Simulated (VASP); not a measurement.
Wanted: the native input for a VASP 6.6.1 run.

* Task: single point
* Functional: PBE
* Potentials or basis: VASP PAW PBE potentials, release 64 (Si, O)
* Cutoff: 520 eV
* k mesh: 6 × 6 × 9
* Occupations: fermi-dirac, width 0.03 eV
* Spin: no spin polarisation
* Dipole correction: no
* Further INCAR settings: ALGO = Normal; EDIFF = 1e-06; NBANDS = 25

The structure of SiO2 lies in POSCAR:

```
SiO2
1.0
    4.1236052368      0.0000000000      0.0000000000
    0.0000000000      4.1236052368      0.0000000000
    0.0000000000      0.0000000000      2.6317442288
Si O
2 4
Direct
    0.0000000000      0.0000000000      0.0000000000
    0.5000000000      0.5000000000      0.5000000000
    0.3067000000      0.3067000000      0.0000000000
    0.1933000000      0.8067000000      0.5000000000
    0.6933000000      0.6933000000      0.0000000000
    0.8067000000      0.1933000000      0.5000000000
```

This cell differs from its parent crystal: volume scaled by 0.96.

These files were run (other wordings do the same):

INCAR

```
SYSTEM = SiO2
  PREC = Accurate
  ENCUT = 520
  EDIFF = 1E-6
  ISMEAR = -1
  SIGMA = 0.03
  LREAL = .False.
  LASPH = .True.
  NELM = 100
  ALGO = Normal
  ISIF = 2
  LWAVE = .False.
  LCHARG = .False.
  GGA = PE
  NBANDS = 25
```

KPOINTS

```
Automatic mesh
0
Gamma
  6 6 9
  0 0 0
```

Potentials or basis: VASP PAW PBE potentials, release 64 (Si, O).

The run is started by

```bash
$ cat potpaw_PBE.64/Si/POTCAR potpaw_PBE.64/O/POTCAR > POTCAR
$ mpirun -np 1 vasp_std > vasp.out
```

Results of the run:

| Quantity | Value |
| --- | --- |
| Pressure | 26.3 GPa |
| Largest force | 0.557 eV/Å |
| Band gap on the k mesh | 6.37 eV, direct |

Run time: 19 s on 1 thread of Intel(R) Xeon(R) Platinum 8559C (Emerald Rapids), with other jobs on the host, peak memory 0.16 GiB.
